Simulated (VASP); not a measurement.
# CdS (P6_3mc) in VASP: further runs

The runs below take CdS through single point, with PBE.

All numbers are computed with VASP 6.6.1; they aren't measurements. Logs are shortened: lines on timing, memory, paths and dates and some standing lists are left out, and cuts for length are marked.

### Step 1. The cell of the first run

Symmetry: P6_3mc, No. 186, hexagonal system. Conventional cell: a = 4.365 Å, b = 4.365 Å, c = 6.056 Å, α = 90.00°, β = 90.00°, γ = 120.00°. Cd (site symmetry 3m) has 4 S at 2.33 to 2.61 Å within 3.1 Å. Within 3.1 Å of S (site symmetry 3m) lie 4 Cd at 2.33 to 2.61 Å.

### Step 2. Single point, PBE

INCAR

```
SYSTEM = CdS
PREC = Accurate
ENCUT = 520
EDIFF = 1E-6
ISMEAR = 0
SIGMA = 0.05
LREAL = .False.
LASPH = .True.
NELM = 80
ALGO = Normal
ISIF = 2
LWAVE = .False.
LCHARG = .False.
GGA = PE
NBANDS = 26
```

KPOINTS

```
regular mesh
0
Gamma
  12 12 6
  0 0 0
```

POSCAR

```
CdS
1.0
    4.3649718645      0.0000000000      0.0000000000
   -2.1824859322      3.7801765214      0.0000000000
    0.0000000000      0.0000000000      6.0559931969
Cd S
2 2
Direct
    0.3333333333      0.6666666667      0.0000000000
    0.6666666667      0.3333333333      0.5000000000
    0.3333333333      0.6666666667      0.3850000000
    0.6666666667      0.3333333333      0.8850000000
```

Potentials or basis: VASP PAW PBE potentials, release 64 (Cd, S).

Launch:

```sh
$ cat potpaw_PBE.64/Cd/POTCAR potpaw_PBE.64/S/POTCAR > POTCAR
$ mpirun -np 1 vasp_std > vasp.out
```

OUTCAR:

```text
SYSTEM = CdS
   PREC = Accurate
   ENCUT = 520
   EDIFF = 1E-6
   ISMEAR = 0
   LREAL = .False.
   LASPH = .True.
   NELM = 80
   ISIF = 2
   GGA = PE

 ion  position               nearest neighbor table
   1  0.333  0.667  0.000-   3 2.33   4 2.61   4 2.61   4 2.61
   2  0.667  0.333  0.500-   4 2.33   3 2.61   3 2.61   3 2.61
   3  0.333  0.667  0.385-   1 2.33   2 2.61   2 2.61   2 2.61
   4  0.667  0.333  0.885-   2 2.33   1 2.61   1 2.61   1 2.61

  LATTYP: Found a hexagonal cell.
 ALAT       =     4.3649718645
 C/A-ratio  =     1.3874071552

  Lattice vectors:

 A1 = (   4.3649718645,   0.0000000000,   0.0000000000)
 A2 = (  -2.1824859322,   3.7801765214,   0.0000000000)
 A3 = (   0.0000000000,   0.0000000000,   6.0559931969)

Analysis of symmetry for initial positions (statically):
=====================================================================
 Subroutine PRICEL returns:
 Original cell was already a primitive cell.

 Routine SETGRP: Setting up the symmetry group for a
 hexagonal supercell.

 Subroutine GETGRP returns: Found 12 space group operations
 (whereof  6 operations were pure point group operations)
 out of a pool of 24 trial point group operations.

The static configuration has the point symmetry C_3v.
 The point group associated with its full space group is C_6v.

Analysis of symmetry for dynamics (positions and initial velocities):
=====================================================================
 Subroutine PRICEL returns:
 Original cell was already a primitive cell.

 Routine SETGRP: Setting up the symmetry group for a
 hexagonal supercell.

 Subroutine GETGRP returns: Found 12 space group operations
 (whereof  6 operations were pure point group operations)
 out of a pool of 24 trial point group operations.

The dynamic configuration has the point symmetry C_3v.
 The point group associated with its full space group is C_6v.

 Subroutine INISYM returns: Found 12 space group operations
 (whereof  6 operations are pure point group operations),
 and found     1 'primitive' translations

----------------------------------------------------------------------------------------

                                     Primitive cell

  volume of cell :      99.9261

  direct lattice vectors                    reciprocal lattice vectors
     4.364971865  0.000000000  0.000000000     0.229096551  0.132268955  0.000000000
    -2.182485932  3.780176521  0.000000000     0.000000000  0.264537911  0.000000000
     0.000000000  0.000000000  6.055993197     0.000000000  0.000000000  0.165125681

  length of vectors
     4.364971865  4.364971864  6.055993197     0.264537911  0.264537911  0.165125681

  position of ions in fractional coordinates (direct lattice)
     0.333333333  0.666666667  0.000000000
     0.666666667  0.333333333  0.500000000
     0.333333333  0.666666667  0.385000000
     0.666666667  0.333333333  0.885000000

  ion indices of the primitive-cell ions
   primitive index   ion index
                 1           1
                 2           2
                 3           3
                 4           4

----------------------------------------------------------------------------------------

 KPOINTS: regular mesh

Automatic generation of k-mesh.
 Grid dimensions read from file:
 generate k-points for:   12   12    6

 Generating k-lattice:

  Cartesian coordinates                     Fractional coordinates (reciprocal lattice)
     0.019091379  0.011022413  0.000000000     0.083333333  0.000000000  0.000000000
     0.000000000  0.022044826  0.000000000     0.000000000  0.083333333  0.000000000
     0.000000000  0.000000000  0.027520947     0.000000000  0.000000000  0.166666667

  Length of vectors
     0.022044826  0.022044826  0.027520947

  Shift w.r.t. Gamma in fractional coordinates (k-lattice)
     0.000000000  0.000000000  0.000000000

 Subroutine IBZKPT returns following result:
 ===========================================

 Found     76 irreducible k-points:

 Following reciprocal coordinates:
            Coordinates               Weight
  0.000000  0.000000  0.000000      1.000000
  0.083333  0.000000  0.000000      6.000000
  0.166667  0.000000  0.000000      6.000000
  0.250000  0.000000  0.000000      6.000000
  0.333333 -0.000000  0.000000      6.000000
  0.416667 -0.000000  0.000000      6.000000
[... 16 lines left out ...]
  0.250000  0.000000  0.166667     12.000000
  0.333333 -0.000000  0.166667     12.000000
 [... further k-points ...]
   k-points           NKPTS =     76   k-points in BZ     NKDIM =     76   number of bands    NBANDS=     26
   number of dos      NEDOS =    301   number of ions     NIONS =      4
   total plane-waves  NPLWV =  49152
   dimension x,y,z NGX =    32 NGY =   32 NGZ =   48
   dimension x,y,z NGXF=    64 NGYF=   64 NGZF=   96
   ions per type =               2   2
   NGX,Y,Z   is equivalent  to a cutoff of  12.19, 12.19, 13.18 a.u.
   NGXF,Y,Z  is equivalent  to a cutoff of  24.38, 24.38, 26.35 a.u.
 SYSTEM =  CdS
   PREC   = accura    normal or accurate (medium, high low for compatibility)
   ISTART =      0    job   : 0-new  1-cont  2-samecut
   ICHARG =      2    charge: 1-file 2-atom 10-const
   ISPIN  =      1    spin polarized calculation?
   LNONCOLLINEAR =      F non collinear calculations
   LSORBIT =      F    spin-orbit coupling
   LASPH  =      T    aspherical Exc in radial PAW
   ENCUT  =  520.0 eV  38.22 Ry    6.18 a.u.   8.12  8.12 11.26*2*pi/ulx,y,z
   NELM   =     80;   NELMIN=  2; NELMDL= -5     # of ELM steps
   EDIFF  = 0.1E-05   stopping-criterion for ELM
   LREAL  =      F    real-space projection
   EDIFFG = 0.1E-04   stopping-criterion for IOM
   NSW    =      0    number of steps for IOM
   IBRION =     -1    ionic relax: 0-MD 1-quasi-New 2-CG
   NFREE  =      0    steps in history (QN), initial steepest desc. (CG)
   ISIF   =      2    stress and relaxation
   ISYM   =      2    0-nonsym 1-usesym 2-fastsym
   POTIM  = 0.5000    time-step for ionic-motion
   TEBEG  =    0.0;   TEEND  =   0.0 temperature during run
   PSTRESS=    0.0 pullay stress
   NELECT =      36.0000    total number of electrons
   NUPDOWN=      -1.0000    fix difference up-down
   EMIN   =  10.00;   EMAX   =-10.00  energy-range for DOS
   EFERMI =   0.00;   METHOD = LEGACY
   ISMEAR =     0;   SIGMA  =   0.05  broadening in eV -4-tet -1-fermi 0-gaus
   EFERMI_NEDOS =   21; number of points for ismear=-14 and -15
   IALGO  =     38    algorithm
   IMIX   =      4    mixing-type and parameters
     AMIX     =   0.40;   BMIX     =  1.00
     AMIX_MAG =   1.60;   BMIX_MAG =  1.00
  volume/ion in A,a.u.               =      24.98       168.58
  Fermi-wavevector in a.u.,A,eV,Ry     =   1.164884  2.201312 18.462491  1.356955
  Thomas-Fermi vector in A             =   2.301417
   LORBIT       =      0    0 simple, 1 ext, 2 COOP (PROOUT), +10 PAW based schemes
   GGA     = PE    functional components
   LHFCALC =     F    Hartree Fock is set to
   AEXX    =    0.0000 exact exchange contribution
   IVDW    =     0    specifies the selected vdW correction
   LEPSILON=     F    determine dielectric tensor
   LRPA    =     F    only Hartree local field effects (RPA)
 non-spin polarized calculation
 Gauss-broadening in eV      SIGMA  =   0.05
  energy-cutoff  :      520.00
  volume of cell :       99.93
 maximum number of plane-waves:      2714
   NGX = 17   NGY = 17   NGZ = 23

 number of electron      35.9999996 magnetization

 Free energy of the ion-electron system (eV)
  ---------------------------------------------------
  ext. energy  EPLUGINS =         0.00000000
  ---------------------------------------------------
  free energy    TOTEN  =       -11.77325793 eV

  energy without entropy =      -11.77325793  energy(sigma->0) =      -11.77325793

 E-fermi :   1.5095     XC(G=0):  -9.0957

 val. band max:        1.2661474192   @ k =   0.0000   0.0000   0.0000
 cond. band min:       2.4626354332   @ k =   0.0000   0.0000   0.0000
 fundamental gap:      1.1964880140
 Fermi energy:         1.5094834827

 k-point     1 :       0.0000    0.0000    0.0000
  band No.  band energies     occupation
      1     -11.1312      2.00000
      2     -10.5831      2.00000
      3      -6.5302      2.00000
      4      -6.4014      2.00000
      5      -6.4014      2.00000
      6      -6.2632      2.00000
[... 18 lines left out ...]
     25       9.9820      0.00000
     26      10.0333      0.00000

 k-point     2 :       0.0833    0.0000    0.0000
  band No.  band energies     occupation
      1     -11.1105      2.00000
      2     -10.5794      2.00000
      3      -6.5222      2.00000
      4      -6.3965      2.00000
      5      -6.3882      2.00000
      6      -6.2596      2.00000
[... 18 lines left out ...]
     25       9.8153      0.00000
     26      10.0510      0.00000

 k-point     3 :       0.1667    0.0000    0.0000
  band No.  band energies     occupation
      1     -11.0524      2.00000
      2     -10.5705      2.00000
      3      -6.4991      2.00000
      4      -6.3847      2.00000
      5      -6.3508      2.00000
      6      -6.2466      2.00000
[... 18 lines left out ...]
     25       9.2812      0.00000
     26       9.9900      0.00000

 k-point     4 :       0.2500    0.0000    0.0000
  band No.  band energies     occupation
      1     -10.9680      2.00000
      2     -10.5626      2.00000
      3      -6.4667      2.00000
      4      -6.3730      2.00000
      5      -6.3040      2.00000
      6      -6.2166      2.00000
[... 18 lines left out ...]
     25       9.7318      0.00000
     26      10.0144      0.00000
[... 496 lines left out ...]
      1     -11.0125      2.00000
      2     -10.5926      2.00000
      3      -6.4984      2.00000
      4      -6.3799      2.00000
      5      -6.3509      2.00000
      6      -6.2640      2.00000
[... 18 lines left out ...]
     25       9.1404      0.00000
     26       9.6909      0.00000

 k-point    23 :       0.2500    0.0000    0.1667
  band No.  band energies     occupation
      1     -10.9325      2.00000
      2     -10.5792      2.00000
      3      -6.4714      2.00000
      4      -6.3642      2.00000
      5      -6.3100      2.00000
      6      -6.2305      2.00000
[... 18 lines left out ...]
     25       9.4952      0.00000
     26       9.7616      0.00000

 k-point    24 :       0.3333   -0.0000    0.1667
  band No.  band energies     occupation
      1     -10.8446      2.00000
      2     -10.5731      2.00000
      3      -6.4461      2.00000
      4      -6.3531      2.00000
      5      -6.2863      2.00000
      6      -6.1992      2.00000
[... 18 lines left out ...]
     25       9.9369      0.00000
     26      10.1786      0.00000

 [... further k-points ...]
[... 5 lines left out ...]
  --------------------------------------------------------------------------------------
  -------------------------------------------------------------------------------------
  Total       -0.8021855     -0.8021855     10.2384639     -0.0000000      0.0000000      0.0000000
  in kB      -12.8619406    -12.8619406    164.1596727     -0.0000000      0.0000000      0.0000000
  external PRESSURE =      46.1452638 kB  Pullay stress =       0.0000000 kB

 VOLUME and BASIS-vectors are now :
 -----------------------------------------------------------------------------
  energy-cutoff  :      520.00
  volume of cell :       99.93
      direct lattice vectors                 reciprocal lattice vectors
     4.364971865  0.000000000  0.000000000     0.229096551  0.132268955  0.000000000
    -2.182485932  3.780176521  0.000000000     0.000000000  0.264537911  0.000000000
     0.000000000  0.000000000  6.055993197     0.000000000  0.000000000  0.165125681

 POSITION                                       TOTAL-FORCE (eV/Angst)
 -----------------------------------------------------------------------------------
     -0.00000      2.52012      0.00000         0.000000     -0.000000     -1.573829
      2.18249      1.26006      3.02800         0.000000      0.000000     -1.573829
     -0.00000      2.52012      2.33156        -0.000000      0.000000      1.573829
      2.18249      1.26006      5.35955         0.000000      0.000000      1.573829
 -----------------------------------------------------------------------------------
    total drift:                               -0.000000      0.000000     -0.000506

  FREE ENERGIE OF THE ION-ELECTRON SYSTEM (eV)
  ---------------------------------------------------
  free  energy   TOTEN  =       -11.7732579302 eV

  energy  without entropy=      -11.7732579302  energy(sigma->0) =      -11.77325793
```

Wall time 88 s (1 thread of AMD EPYC 9R45 (Zen 5), shared host); peak memory 0.28 GiB.

What came out:

```yaml
Free_energy: -11.7733 eV
Pressure: 4.6 GPa
Largest_force: 1.574 eV/Å
Band_gap_on_the_k_mesh: 1.20 eV
```

Forces on the atoms (eV/Å):
```
Cd   0.000  0.000 -1.574
Cd   0.000  0.000 -1.574
S    0.000  0.000  1.574
S    0.000  0.000  1.574
```

Stress tensor (GPa, compression positive):
```
-1.29  0.00  0.00
 0.00 -1.29  0.00
 0.00  0.00 16.42
```

Caveat: the stress differs along the axes, from -1 to 16 GPa; forces of over 1 eV/Å act on the atoms, so gaps and moduli don't describe the material at rest. A k mesh can miss the band edges.

### Step 3. Single point, PBE

This run uses another cell than the first one, of the same volume but with other edges.

INCAR

```
SYSTEM = CdS
PREC = Accurate
ENCUT = 520
EDIFF = 1E-6
ISMEAR = 0
SIGMA = 0.05
LREAL = .False.
LASPH = .True.
NELM = 60
ALGO = Normal
ISIF = 2
LWAVE = .False.
LCHARG = .True.
GGA = PE
LELF = .True.
LVHAR = .True.
NBANDS = 26
```

KPOINTS

```
Automatic mesh
0
Gamma
  12 12 6
  0 0 0
```

POSCAR

```
CdS
1.0
    4.1914473277      0.0000000000      0.0000000000
   -2.0957236639      3.6298998644      0.0000000000
    0.0000000000      0.0000000000      6.5678050029
Cd S
2 2
Direct
    0.3333333333      0.6666666667      0.0000000000
    0.6666666667      0.3333333333      0.5000000000
    0.3333333333      0.6666666667      0.3850000000
    0.6666666667      0.3333333333      0.8850000000
```

Potentials or basis: VASP PAW PBE potentials, release 64 (Cd, S).

Launch:

```sh
$ cat potpaw_PBE.64/Cd/POTCAR potpaw_PBE.64/S/POTCAR > POTCAR
$ mpirun -np 1 vasp_std > vasp.out
```

Run time: 91 s. Hardware: 1 thread of AMD EPYC 9R45 (Zen 5), shared host; peak memory 0.29 GiB.

The run converged. Its results:

- Free energy: -12.2467 eV
- Pressure: 2.7 GPa
- Largest force: 0.034 eV/Å
- Band gap on the k mesh: 1.21 eV

Forces in eV/Å, atoms in the order of the input:
```
Cd   0.000  0.000 -0.034
Cd   0.000  0.000 -0.034
S    0.000  0.000  0.034
S    0.000  0.000  0.034
```

Stress tensor (GPa, compression positive):
```
2.10 0.00 0.00
0.00 2.10 0.00
0.00 0.00 3.99
```

Levels at points of the mesh, in eV from the valence-band top:
| k point | band 14 | band 15 | band 16 | band 17 | band 18 | band 19 | band 20 | band 21 | band 22 | band 23 |
| --- | --- | --- | --- | --- | --- | --- | --- | --- | --- | --- |
| (0.00, 0.00, 0.00) | -0.85 | -0.85 | -0.06 | -0.06 | 0.00 | 1.21 | 2.51 | 6.31 | 6.31 | 7.17 |
| (0.50, 0.00, 0.00) | -3.51 | -2.60 | -1.97 | -1.24 | -0.81 | 3.69 | 3.74 | 5.25 | 6.56 | 7.09 |
| (0.00, 0.00, 0.50) | -2.35 | -0.46 | -0.46 | -0.46 | -0.46 | 2.77 | 2.77 | 6.27 | 6.27 | 6.65 |
| (0.50, 0.00, 0.50) | -4.15 | -1.42 | -1.42 | -1.20 | -1.20 | 3.55 | 3.55 | 5.35 | 5.35 | 7.89 |

 A k mesh can miss the band edges.
